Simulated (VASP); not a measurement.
Wanted: the native input for a VASP 6.6.1 run.

```
Task                   : single point
Functional             : PBEsol
Potentials or basis    : VASP PAW PBE potentials, release 64 (Sn_d, Se)
Cutoff                 : 520 eV
k mesh                 : 12 × 12 × 6
Occupations            : gaussian, width 0.05 eV
Spin                   : no spin polarisation
Dipole correction      : no
Further INCAR settings : ALGO = Normal; EDIFF = 1e-07; NBANDS = 20
```

The structure of SnSe2 lies in POSCAR:

```
SnSe2
1.0
    3.8189235629      0.0000000000      0.0000000000
   -1.9094617815      3.3072848206      0.0000000000
    0.0000000000      0.0000000000      6.1455711062
Sn Se
1 2
Direct
    0.0000000000      0.0000000000      0.0000000000
    0.3333333333      0.6666666667      0.2580716066
    0.6666666667      0.3333333333      0.7419283934
```

One way to write it, as run:

INCAR

```
SYSTEM = SnSe2
PREC = Accurate
ENCUT = 520
EDIFF = 1E-7
ISMEAR = 0
SIGMA = 0.05
LREAL = .FALSE.
LASPH = .TRUE.
NELM = 80
ALGO = Normal
ISIF = 2
LWAVE = .FALSE.
LCHARG = .TRUE.
GGA = PS
LELF = .TRUE.
LVHAR = .TRUE.
NBANDS = 20
```

KPOINTS

```
Automatic mesh
0
G
  12 12 6
  0 0 0
```

Potentials or basis: VASP PAW PBE potentials, release 64 (Sn_d, Se).

Command:

```bash
$ cat potpaw_PBE.64/Sn_d/POTCAR potpaw_PBE.64/Se/POTCAR > POTCAR
$ mpirun -np 1 vasp_std > vasp.out
```

It gave:

```json
{
  "Pressure": "0.1 GPa",
  "Largest force": "0.021 eV/Å",
  "Band gap on the k mesh": "0.48 eV (least direct gap 0.97 eV)"
}
```

Caveat: the PAW data sets were made with another functional, which shifts forces and pressure a little; spin-orbit coupling is left out, which moves the levels of the heavy elements; this functional lacks dispersion, which binds the layers, so the pressure and a relaxed spacing across them are unreliable.

It took 3 min on 1 thread of Intel Xeon 8259CL (shared host), peak memory 0.29 GiB.
